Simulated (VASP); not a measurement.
A run of VASP 6.6.1 is set up as follows.

The input INCAR:

```
SYSTEM = Re
  PREC = Accurate
  ENCUT = 520
  EDIFF = 1E-6
  ISMEAR = -1
  SIGMA = 0.08
  LREAL = .False.
  LASPH = .True.
  NELM = 100
  ALGO = Normal
  ISIF = 2
  LWAVE = .False.
  LCHARG = .False.
  NBANDS = 14
```

KPOINTS

```
Automatic mesh
0
Gamma
  17 17 9
  0 0 0
```

File POSCAR:

```
Re
1.0
    2.5464540841      0.0000000000      0.0000000000
   -1.2732270421      2.2052939264      0.0000000000
    0.0000000000      0.0000000000      4.1050447233
Re
2
Direct
    0.3333333333      0.6666666667      0.2500000000
    0.6666666667      0.3333333333      0.7500000000
```

Potentials or basis: VASP PAW LDA potentials, release 64 (Re).

Launch:

```bash
$ cat potpaw_LDA.64/Re/POTCAR > POTCAR
$ mpirun -np 1 vasp_std > vasp.out
```

Q: What does it give for the band gap on the k mesh?

A: Zero (band 7 reaches 13.90 eV, above the bottom of band 8 at 8.80 eV).

Q: What does it give for the pressure?

A: 147.9 GPa.

Stress tensor (GPa, compression positive):
```
148.03   0.00   0.00
  0.00 148.03   0.00
  0.00   0.00 147.76
```

Caveat: spin-orbit coupling is left out, which moves the levels of the heavy elements.
